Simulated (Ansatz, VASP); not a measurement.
## HfN in VASP and in Ansatz

```
Hf N
1.0
     3.43321    0.00000    0.00000
    -1.71660    2.97324    0.00000
     0.00000    0.00000    3.96982
Hf N
1 1
Direct
  0.00000 0.00000 0.50000
  0.00000 0.00000 0.00000
```

Alike in both runs: functional HSE06; k mesh 5 × 5 × 4; occupations fermi-dirac, width 0.05 eV; no spin polarisation.

|  | VASP | Ansatz |
| --- | --- | --- |
| version | VASP 6.6.1 | Ansatz 0.2.0 |
| potentials or method | VASP PAW PBE potentials, release 64 (Hf_pv, N) | Ansatz PAW |
| plane-wave cutoff (eV) | 520 | 420 |
| valence electrons in the cell | 15 | 31 |
| task | single point | band structure |

```tsv
	VASP	Ansatz	Ansatz less VASP
gap on the k mesh at the Fermi level (eV)	none	none	-
pressure (GPa)	-1.3	-0.8	+0.50
traceless stress, the component that is largest in VASP (GPa)	-7.75	-7.98	-0.235
```

A gap of «none» marks a metal or a gap that the smearing closes. The functional is the same, so the differences come from potentials, cutoffs and numerics. VASP's potentials hold 15 valence electrons a cell and Ansatz's 31, so a difference there can come from the potentials and not from the codes.

The k mesh is coarse, so the values compare programs but aren't converged. Neither program's run includes spin-orbit coupling.
